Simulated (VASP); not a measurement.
A run of VASP 6.6.1 is set up as follows.

INCAR

```
SYSTEM = MgO
ALGO = Normal ; EDIFF = 1E-7
ENCUT = 520 ; GGA = PS
ISIF = 2 ; ISMEAR = 0
LASPH = .TRUE. ; LCHARG = .TRUE.
LELF = .TRUE. ; LREAL = .FALSE.
LVHAR = .TRUE. ; LWAVE = .FALSE.
NBANDS = 16 ; NELM = 100
PREC = Accurate ; SIGMA = 0.05
```

The input KPOINTS:

```
k-points
0
G
  12 12 8
  0 0 0
```

POSCAR

```
MgO
1.0
   -0.0000317670     -2.1070062303     -2.1071832004
   -2.1070506502      0.0000145630     -2.1072295305
    2.1071484912      2.1072430614     -4.2145714650
Mg O
2 2
Direct
   -0.0001235577     -0.0000146577      0.0000125102
    0.4999262005      0.4999894830      0.5000046747
    0.7500864207      0.7500418697      0.7499701603
    0.2501109364      0.2499833050      0.2500126548
```

Potentials or basis: VASP PAW PBE potentials, release 64 (Mg, O).

The run is started by

```bash
$ cat potpaw_PBE.64/Mg/POTCAR potpaw_PBE.64/O/POTCAR > POTCAR
$ mpirun -np 1 vasp_std > vasp.out
```

Question: Predict the band gap on the k mesh.

Answer: 4.62 eV.

Question: What does it give for the pressure?

Answer: -0.5 GPa.

Forces on the atoms (eV/Å):
```
Mg  -0.001 -0.003 -0.002
Mg   0.000 -0.002 -0.002
O    0.002  0.003  0.001
O   -0.001  0.002  0.003
```

Caveat: the PAW data sets were made with another functional, which shifts forces and pressure a little. A k mesh can miss the band edges.
